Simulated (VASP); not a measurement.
# GaP (I-4m2) in VASP: a series of runs

GaP is run at these levels: PBEsol; tasks: electric field gradients.

Program: VASP 6.6.1. These are calculated values, not measurements. Logs are shortened: lines on timing, memory, paths and dates and some standing lists are left out, and cuts for length are marked.

### 1 The cell of the first run

It takes space group I-4m2 (No. 119, tetragonal). The conventional cell has a = 3.854 Å, b = 3.854 Å, c = 5.505 Å, α = 90.00°, β = 90.00°, γ = 90.00°. Ga (site symmetry -4m2) has 4 P at 2.37 Å within 3.1 Å. P (site symmetry -4m2) has 4 Ga at 2.37 Å within 3.1 Å.

### 2 Electric field gradients, PBEsol (zz strain of +1 %)

Input file INCAR:

```
PREC     = Accurate       # precision mode
ENCUT    = 520            # plane-wave cutoff, eV
EDIFF    = 1E-8           # SCF threshold, eV
ISMEAR   = -1             # smearing method
SIGMA    = 0.08           # smearing width, eV
LREAL    = False          # projectors in reciprocal space
LASPH    = True           # aspherical terms in the spheres
NELM     = 80             # most SCF steps
ALGO     = Normal         # electronic algorithm
ISIF     = 2              # what is computed and relaxed
LWAVE    = False          # write WAVECAR
LCHARG   = False          # write CHGCAR
GGA      = PS             # functional
LEFG     = True         
NBANDS   = 16             # bands
```

Input file KPOINTS:

```
Automatic mesh
0
Gamma
  12 12 12
```

Input file POSCAR:

```
GaP
1.0
    0.0000000000      2.7252500000      2.7525025000
    2.7252500000      0.0000000000      2.7525025000
    2.7252500000      2.7252500000      0.0000000000
Ga P
1 1
Direct
    0.0000000000      0.0000000000      0.0000000000
    0.7500000000      0.7500000000      0.7500000000
```

Potentials or basis: VASP PAW PBE potentials, release 64 (Ga_d, P).

On the command line:

```bash
> cat potpaw_PBE.64/Ga_d/POTCAR potpaw_PBE.64/P/POTCAR > POTCAR
> mpirun -np 1 vasp_std > vasp.out
```

OUTCAR:

```text
PREC = Accurate
   ENCUT = 520
   EDIFF = 1E-8
   ISMEAR = -1
   LREAL = False
   LASPH = True
   NELM = 80
   ISIF = 2
   GGA = PS

 ion  position               nearest neighbor table
   1  0.000  0.000  0.000-   2 2.37   2 2.37   2 2.37   2 2.37
   2  0.750  0.750  0.750-   1 2.37   1 2.37   1 2.37   1 2.37

  LATTYP: Found a body centered tetragonal cell.
 ALAT       =     3.8540855109
 C/A-ratio  =     1.4283556980

  Lattice vectors:

 A1 = (  -2.7252500000,   0.0000000000,   2.7525025000)
 A2 = (   2.7252500000,   0.0000000000,   2.7525025000)
 A3 = (   0.0000000000,   2.7252500000,  -2.7525025000)

Analysis of symmetry for initial positions (statically):
=====================================================================
 Subroutine PRICEL returns:
 Original cell was already a primitive cell.

 Routine SETGRP: Setting up the symmetry group for a
 body centered tetragonal supercell.

 Subroutine GETGRP returns: Found  8 space group operations
 (whereof  8 operations were pure point group operations)
 out of a pool of 16 trial point group operations.

The static configuration has the point symmetry D_2d.

Analysis of symmetry for dynamics (positions and initial velocities):
=====================================================================
 Subroutine PRICEL returns:
 Original cell was already a primitive cell.

 Routine SETGRP: Setting up the symmetry group for a
 body centered tetragonal supercell.

 Subroutine GETGRP returns: Found  8 space group operations
 (whereof  8 operations were pure point group operations)
 out of a pool of 16 trial point group operations.

The dynamic configuration has the point symmetry D_2d.

 Subroutine INISYM returns: Found  8 space group operations
 (whereof  8 operations are pure point group operations),
 and found     1 'primitive' translations

----------------------------------------------------------------------------------------

                                     Primitive cell

  volume of cell :      40.8856

  direct lattice vectors                    reciprocal lattice vectors
     0.000000000  2.725250000  2.752502500    -0.183469406  0.183469406  0.181652878
     2.725250000  0.000000000  2.752502500     0.183469406 -0.183469406  0.181652878
     2.725250000  2.725250000  0.000000000     0.183469406  0.183469406 -0.181652878

  length of vectors
     3.873403875  3.873403875  3.854085511     0.316733033  0.316733033  0.316733033

  position of ions in fractional coordinates (direct lattice)
     0.000000000  0.000000000  0.000000000
     0.750000000  0.750000000  0.750000000

  ion indices of the primitive-cell ions
   primitive index   ion index
                 1           1
                 2           2

----------------------------------------------------------------------------------------

 KPOINTS: Automatic mesh

Automatic generation of k-mesh.
 Grid dimensions read from file:
 generate k-points for:   12   12   12

 Generating k-lattice:

  Cartesian coordinates                     Fractional coordinates (reciprocal lattice)
    -0.015289117  0.015289117  0.015137740     0.083333333  0.000000000  0.000000000
     0.015289117 -0.015289117  0.015137740     0.000000000  0.083333333  0.000000000
     0.015289117  0.015289117 -0.015137740    -0.000000000 -0.000000000  0.083333333

  Length of vectors
     0.026394419  0.026394419  0.026394419

  Shift w.r.t. Gamma in fractional coordinates (k-lattice)
     0.000000000  0.000000000  0.000000000

 Subroutine IBZKPT returns following result:
 ===========================================

 Found    163 irreducible k-points:

 Following reciprocal coordinates:
            Coordinates               Weight
  0.000000  0.000000  0.000000      1.000000
  0.083333 -0.000000  0.000000      8.000000
  0.166667 -0.000000  0.000000      8.000000
  0.250000  0.000000  0.000000      8.000000
  0.333333 -0.000000  0.000000      8.000000
  0.416667 -0.000000  0.000000      8.000000
[... 16 lines left out ...]
  0.500000  0.166667  0.000000      8.000000
 -0.416667  0.166667  0.000000      8.000000
 [... further k-points ...]
   k-points           NKPTS =    163   k-points in BZ     NKDIM =    163   number of bands    NBANDS=     16
   number of dos      NEDOS =    301   number of ions     NIONS =      2
   total plane-waves  NPLWV =  27000
   dimension x,y,z NGX =    30 NGY =   30 NGZ =   30
   dimension x,y,z NGXF=    60 NGYF=   60 NGZF=   60
   ions per type =               1   1
   NGX,Y,Z   is equivalent  to a cutoff of  12.88, 12.88, 12.94 a.u.
   NGXF,Y,Z  is equivalent  to a cutoff of  25.75, 25.75, 25.88 a.u.
 SYSTEM =  unknown system
   PREC   = accura    normal or accurate (medium, high low for compatibility)
   ISTART =      0    job   : 0-new  1-cont  2-samecut
   ICHARG =      2    charge: 1-file 2-atom 10-const
   ISPIN  =      1    spin polarized calculation?
   LNONCOLLINEAR =      F non collinear calculations
   LSORBIT =      F    spin-orbit coupling
   LASPH  =      T    aspherical Exc in radial PAW
   ENCUT  =  520.0 eV  38.22 Ry    6.18 a.u.   7.20  7.20  7.17*2*pi/ulx,y,z
   NELM   =     80;   NELMIN=  2; NELMDL= -5     # of ELM steps
   EDIFF  = 0.1E-07   stopping-criterion for ELM
   LREAL  =      F    real-space projection
   EDIFFG = 0.1E-06   stopping-criterion for IOM
   NSW    =      0    number of steps for IOM
   IBRION =     -1    ionic relax: 0-MD 1-quasi-New 2-CG
   NFREE  =      0    steps in history (QN), initial steepest desc. (CG)
   ISIF   =      2    stress and relaxation
   ISYM   =      2    0-nonsym 1-usesym 2-fastsym
   POTIM  = 0.5000    time-step for ionic-motion
   TEBEG  =    0.0;   TEEND  =   0.0 temperature during run
   PSTRESS=    0.0 pullay stress
   NELECT =      18.0000    total number of electrons
   NUPDOWN=      -1.0000    fix difference up-down
   EMIN   =  10.00;   EMAX   =-10.00  energy-range for DOS
   EFERMI =   0.00;   METHOD = LEGACY
   ISMEAR =    -1;   SIGMA  =   0.08  broadening in eV -4-tet -1-fermi 0-gaus
   EFERMI_NEDOS =   21; number of points for ismear=-14 and -15
   IALGO  =     38    algorithm
   IMIX   =      4    mixing-type and parameters
     AMIX     =   0.40;   BMIX     =  1.00
     AMIX_MAG =   1.60;   BMIX_MAG =  1.00
  volume/ion in A,a.u.               =      20.44       137.95
  Fermi-wavevector in a.u.,A,eV,Ry     =   1.245400  2.353465 21.102924  1.551021
  Thomas-Fermi vector in A             =   2.379624
   LORBIT       =      0    0 simple, 1 ext, 2 COOP (PROOUT), +10 PAW based schemes
   GGA     = PS    functional components
   LHFCALC =     F    Hartree Fock is set to
   AEXX    =    0.0000 exact exchange contribution
   IVDW    =     0    specifies the selected vdW correction
   LEPSILON=     F    determine dielectric tensor
   LRPA    =     F    only Hartree local field effects (RPA)
 non-spin polarized calculation
  energy-cutoff  :      520.00
  volume of cell :       40.89
 maximum number of plane-waves:      1119
 NGX is ok and might be reduce to    30
   NGX = 15   NGY = 15   NGZ = 15

 number of electron      17.9999992 magnetization

 Free energy of the ion-electron system (eV)
  ---------------------------------------------------
  ext. energy  EPLUGINS =         0.00000000
  ---------------------------------------------------
  free energy    TOTEN  =        -9.92003735 eV

  energy without entropy =       -9.92003467  energy(sigma->0) =       -9.92003601

 E-fermi :   5.1939     XC(G=0):  -9.9768

 val. band max:        4.4847716987   @ k =   0.0000   0.0000   0.0000
 cond. band min:       5.9240954757   @ k =   0.4167   0.0000   0.4167
 fundamental gap:      1.4393237770
 Fermi energy:         5.1939275145

 k-point     1 :       0.0000    0.0000    0.0000
  band No.  band energies     occupation
      1     -10.0579      2.00000
      2     -10.0550      2.00000
      3     -10.0550      2.00000
      4      -9.9589      2.00000
      5      -9.9576      2.00000
      6      -7.9827      2.00000
[... 8 lines left out ...]
     15      14.1316      0.00000
     16      14.3148      0.00000
[... 419 lines left out ...]
 k-point    24 :      -0.4167    0.1667    0.0000
  band No.  band energies     occupation
      1     -10.1380      2.00000
      2     -10.0281      2.00000
      3     -10.0211      2.00000
      4      -9.9565      2.00000
      5      -9.9540      2.00000
      6      -5.7080      2.00000
[... 8 lines left out ...]
     15      14.7391      0.00000
     16      16.2376      0.00000

 [... further k-points ...]

------------------------ aborting loop because EDIFF is reached ----------------------------------------

  FORCE on cell =-STRESS in cart. coord.  units (eV):
  Direction    XX          YY          ZZ          XY          YZ          ZX
  --------------------------------------------------------------------------------------
  -------------------------------------------------------------------------------------
  Total       -0.2940622     -0.2940622     -0.4864433      0.0000000     -0.0000000      0.0000000
  in kB      -11.5233678    -11.5233678    -19.0621730      0.0000000     -0.0000000      0.0000000
  external PRESSURE =     -14.0363028 kB  Pullay stress =       0.0000000 kB

 VOLUME and BASIS-vectors are now :
 -----------------------------------------------------------------------------
  energy-cutoff  :      520.00
  volume of cell :       40.89
      direct lattice vectors                 reciprocal lattice vectors
     0.000000000  2.725250000  2.752502500    -0.183469406  0.183469406  0.181652878
     2.725250000  0.000000000  2.752502500     0.183469406 -0.183469406  0.181652878
     2.725250000  2.725250000  0.000000000     0.183469406  0.183469406 -0.181652878

 POSITION                                       TOTAL-FORCE (eV/Angst)
 -----------------------------------------------------------------------------------
      0.00000      0.00000      0.00000         0.000000     -0.000000      0.000000
      4.08788      4.08788      4.12875        -0.000000      0.000000      0.000000
 -----------------------------------------------------------------------------------
    total drift:                               -0.000001     -0.000001     -0.000000

  FREE ENERGIE OF THE ION-ELECTRON SYSTEM (eV)
  ---------------------------------------------------
  free  energy   TOTEN  =        -9.9200373480 eV

  energy  without entropy=       -9.9200346750  energy(sigma->0) =       -9.92003601

 Electric field gradients (V/A^2)
---------------------------------------------------------------------
 ion       V_xx      V_yy      V_zz      V_xy      V_xz      V_yz
---------------------------------------------------------------------
   1       0.843     0.843    -1.685    -0.002    -0.002    -0.002
   2      -0.591    -0.591     1.182    -0.000    -0.000    -0.000
---------------------------------------------------------------------

 Electric field gradients after diagonalization (V/A^2)
 (convention: |V_zz| > |V_xx| > |V_yy|)
----------------------------------------------------------------------
 ion       V_xx      V_yy      V_zz     asymmetry (V_yy - V_xx)/ V_zz
----------------------------------------------------------------------
   1       0.844     0.841    -1.685       0.002
   2      -0.591    -0.591     1.182       0.000
----------------------------------------------------------------------

           NMR quadrupolar parameters

 Cq : quadrupolar parameter    Cq=e*Q*V_zz/h
 eta: asymmetry parameters     (V_yy - V_xx)/ V_zz
 Q  : nuclear electric quadrupole moment in mb (millibarn)
----------------------------------------------------------------------
 ion       Cq(MHz)       eta       Q (mb)
----------------------------------------------------------------------
   1      -0.004       0.002       1.000
   2       0.003       0.000       1.000
----------------------------------------------------------------------
```

It took 3.7 min on 1 thread of Intel Xeon 8259CL, shared host; peak memory 0.25 GiB.

Results:

| Item | Value |
| --- | --- |
| Free energy | -9.9200 eV |
| Pressure | -1.4 GPa |
| Band gap on the k mesh | 1.44 eV (least direct gap 1.65 eV) |
| Largest electric field gradient by atom | Ga -1.7; P +1.2 V/Å² |

Stress tensor (GPa, compression positive):
```
-1.15  0.00  0.00
 0.00 -1.15  0.00
 0.00  0.00 -1.91
```

Levels at points of the mesh, in eV from the valence-band top:
```csv
k point,band 5,band 6,band 7,band 8,band 9,band 10,band 11,band 12,band 13,band 14
"(0.00, 0.00, 0.00)",-14.44,-12.47,-0.06,0.00,0.00,1.65,3.80,3.80,3.83,8.50
"(0.50, 0.00, 0.00)",-14.43,-10.41,-6.66,-1.17,-1.09,1.53,4.60,4.67,8.05,10.64
"(0.50, 0.50, 0.00)",-14.42,-9.54,-6.82,-2.65,-2.65,1.57,1.77,10.46,10.46,10.91
"(0.50, 0.00, 0.50)",-14.42,-9.50,-6.76,-2.72,-2.72,1.50,1.68,10.44,10.45,11.00
```

Electric field gradients, principal values (V/Å²):
| atom | least | middle | greatest (by size) |
| --- | --- | --- | --- |
| 1 Ga | 0.841 | 0.844 | -1.685 |
| 2 P | -0.591 | -0.591 | 1.182 |

Caveat: the cell differs from its parent crystal (zz strain of +1 %); without QUAD_EFG the Cq values of the log hold for a quadrupole moment of 1 mb, not for the nuclei; the PAW data sets were made with another functional, which shifts forces and pressure a little. A k mesh can miss the band edges.

### 3 Electric field gradients, PBEsol (zz strain of +1 %)

Input file INCAR:

```
SYSTEM = GaP
  PREC = Accurate
  ENCUT = 520
  EDIFF = 1E-8
  ISMEAR = -1
  SIGMA = 0.08
  LREAL = .False.
  LASPH = .True.
  NELM = 60
  ALGO = Normal
  ISIF = 2
  LWAVE = .False.
  LCHARG = .False.
  GGA = PS
  LEFG = .True.
  NBANDS = 16
```

Input file KPOINTS:

```
Automatic mesh
0
Gamma
  12 12 12
  0 0 0
```

POSCAR is that of step 2.

Potentials or basis: VASP PAW PBE potentials, release 64 (Ga_d, P).

On the command line:

```bash
> cat potpaw_PBE.64/Ga_d/POTCAR potpaw_PBE.64/P/POTCAR > POTCAR
> mpirun -np 1 vasp_std > vasp.out
```

OUTCAR:

```text
SYSTEM = GaP
   PREC = Accurate
   ENCUT = 520
   EDIFF = 1E-8
   ISMEAR = -1
   LREAL = .False.
   LASPH = .True.
   NELM = 60
   ISIF = 2
   GGA = PS

 ion  position               nearest neighbor table
   1  0.000  0.000  0.000-   2 2.37   2 2.37   2 2.37   2 2.37
   2  0.750  0.750  0.750-   1 2.37   1 2.37   1 2.37   1 2.37

  LATTYP: Found a body centered tetragonal cell.
 ALAT       =     3.8540855109
 C/A-ratio  =     1.4283556980

  Lattice vectors:

 A1 = (  -2.7252500000,   0.0000000000,   2.7525025000)
 A2 = (   2.7252500000,   0.0000000000,   2.7525025000)
[... 669 lines left out ...]
  free  energy   TOTEN  =        -9.9200373480 eV

  energy  without entropy=       -9.9200346750  energy(sigma->0) =       -9.92003601

 Electric field gradients (V/A^2)
---------------------------------------------------------------------
 ion       V_xx      V_yy      V_zz      V_xy      V_xz      V_yz
---------------------------------------------------------------------
   1       0.843     0.843    -1.685    -0.002    -0.002    -0.002
   2      -0.591    -0.591     1.182    -0.000    -0.000    -0.000
---------------------------------------------------------------------

 Electric field gradients after diagonalization (V/A^2)
 (convention: |V_zz| > |V_xx| > |V_yy|)
----------------------------------------------------------------------
 ion       V_xx      V_yy      V_zz     asymmetry (V_yy - V_xx)/ V_zz
----------------------------------------------------------------------
   1       0.844     0.841    -1.685       0.002
   2      -0.591    -0.591     1.182       0.000
----------------------------------------------------------------------

           NMR quadrupolar parameters

 Cq : quadrupolar parameter    Cq=e*Q*V_zz/h
 eta: asymmetry parameters     (V_yy - V_xx)/ V_zz
 Q  : nuclear electric quadrupole moment in mb (millibarn)
----------------------------------------------------------------------
 ion       Cq(MHz)       eta       Q (mb)
----------------------------------------------------------------------
   1      -0.004       0.002       1.000
   2       0.003       0.000       1.000
----------------------------------------------------------------------
```

It took 3.5 min on 1 thread of Intel Xeon 8259CL, shared host; peak memory 0.24 GiB.

Results:

| Property | Result |
| --- | --- |
| Free energy | -9.9200 eV |
| Pressure | -1.4 GPa |
| Band gap on the k mesh | 1.44 eV (least direct gap 1.65 eV) |
| Largest electric field gradient by atom | Ga -1.7; P +1.2 V/Å² |

Stress tensor (GPa, compression positive):
```
-1.15  0.00  0.00
 0.00 -1.15  0.00
 0.00  0.00 -1.91
```

Electric field gradients, principal values (V/Å²):
| atom | least | middle | greatest (by size) |
| --- | --- | --- | --- |
| 1 Ga | 0.841 | 0.844 | -1.685 |
| 2 P | -0.591 | -0.591 | 1.182 |

Caveat: the cell differs from its parent crystal (zz strain of +1 %); without QUAD_EFG the Cq values of the log hold for a quadrupole moment of 1 mb, not for the nuclei; the PAW data sets were made with another functional, which shifts forces and pressure a little. A k mesh can miss the band edges.

[end of part 1 of 2]
